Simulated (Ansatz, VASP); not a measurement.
## TiO in VASP and in Ansatz

File INCAR:

```
PREC = Accurate
ENCUT = 520
EDIFF = 1E-6
ISMEAR = -5
SIGMA = 0.1
LREAL = False
LASPH = True
NELM = 60
ALGO = Normal
ISIF = 2
LWAVE = False
LCHARG = True
GGA = PS
LELF = True
LVHAR = True
NBANDS = 36
```

KPOINTS

```
regular mesh
0
Gamma
  12 12 12
```

File POSCAR:

```
TiO
1.0
    4.9890877720      0.0000000000      0.0000000000
   -2.4945438860      4.3206767523      0.0000000000
    0.0000000000      0.0000000000      2.8733134400
Ti O
3 3
Direct
    0.6666666667      0.3333333333      0.5000000000
    0.3333333333      0.6666666667      0.5000000000
    0.0000000000      0.0000000000      0.0000000000
    0.6055592400      0.6055592400      0.0000000000
    0.3944407600      0.0000000000      0.0000000000
    0.0000000000      0.3944407600      0.0000000000
```

Input for Ansatz:

```yaml
crystal:
  lattice:
    - [4.989087772, 0.0, 0.0]
    - [-2.494543886, 4.3206767523, 0.0]
    - [0.0, 0.0, 2.87331344]
  atoms:
    - { symbol: Ti, position: [0.6666666667, 0.3333333333, 0.5] }
    - { symbol: Ti, position: [0.3333333333, 0.6666666667, 0.5] }
    - { symbol: Ti, position: [0.0, 0.0, 0.0] }
    - { symbol: O, position: [0.60555924, 0.60555924, 0.0] }
    - { symbol: O, position: [0.39444076, 0.0, 0.0] }
    - { symbol: O, position: [0.0, 0.39444076, 0.0] }
basis:
  ecutwfc: 420
kpoints:
  mp_grid: { grid: [12, 12, 12] }
hamiltonian:
  xc: pbesol
scf:
  occupations: { method: tetrahedron }
output:
  forces: true
  stress: true
  eigenvalues: true
```

Alike in both runs: task single point; functional PBEsol; k mesh 12 × 12 × 12; occupations tetrahedron; no spin polarisation.

|  | VASP | Ansatz |
| --- | --- | --- |
| version | VASP 6.6.1 | Ansatz 0.2.0 |
| potentials or method | VASP PAW PBE potentials, release 64 (Ti_sv, O), cutoff 520 eV | scalar-relativistic, plane waves, PAW |
| valence electrons in the cell | 54 | 54 |

```csv
,VASP,Ansatz,Ansatz less VASP
gap on the k mesh at the Fermi level (eV),none,none,-
pressure (GPa),-5.0,-5.8,-0.73
"traceless stress, the component that is largest in VASP (GPa)",-1.12,-1.07,+0.058
rms of the force components (eV/Å),0.005,0.010,+0.0047
```

VASP's potentials were made for PBE, not for PBEsol. Atom by atom the forces differ by 0.005 eV/Å (rms over components). A gap of «none» marks a metal or a gap that the smearing closes. Ansatz's warnings: band table not solved further, tetrahedron derivatives may miss energy slope.
